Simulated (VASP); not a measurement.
## Sb: single point with r2SCAN

Crystal: Sb.

```
Sb
1.0
     1.87686    1.87686    1.87686
    -1.87686    1.87686    1.87686
    -1.87686   -1.87686    1.87686
Sb
1
Direct
  0.00000 0.00000 0.00000
```

- Program: VASP 6.6.1
- Task: single point
- Functional: r2SCAN
- Potentials or basis: VASP PAW PBE potentials, release 64 (Sb)
- Cutoff: 520 eV
- k mesh: 8 × 8 × 8
- Occupations: fermi-dirac, width 0.1 eV
- Spin: no spin polarisation

```
Pressure : 0.9 GPa
```

Levels at points of the mesh, in eV from the Fermi level:
| k point | band 1 | band 2 | band 3 | band 4 | band 5 | band 6 | band 7 |
| --- | --- | --- | --- | --- | --- | --- | --- |
| (0.00, 0.00, 0.00) | -13.60 | 5.94 | 5.94 | 5.94 | 11.03 | 11.03 | 11.03 |
| (0.50, 0.00, 0.00) | -9.18 | -5.99 | 1.74 | 4.11 | 7.09 | 7.28 | 14.89 |
| (0.50, 0.50, 0.50) | -5.51 | -2.24 | -2.24 | -2.24 | 3.34 | 3.34 | 18.47 |

Wall time 19 s on 1 thread of Intel Xeon 8259CL, on a shared host, peak memory 0.14 GiB.

Caveat: the PAW data sets were made with another functional, which shifts forces and pressure a little; spin-orbit coupling is left out, which moves the levels of the heavy elements.
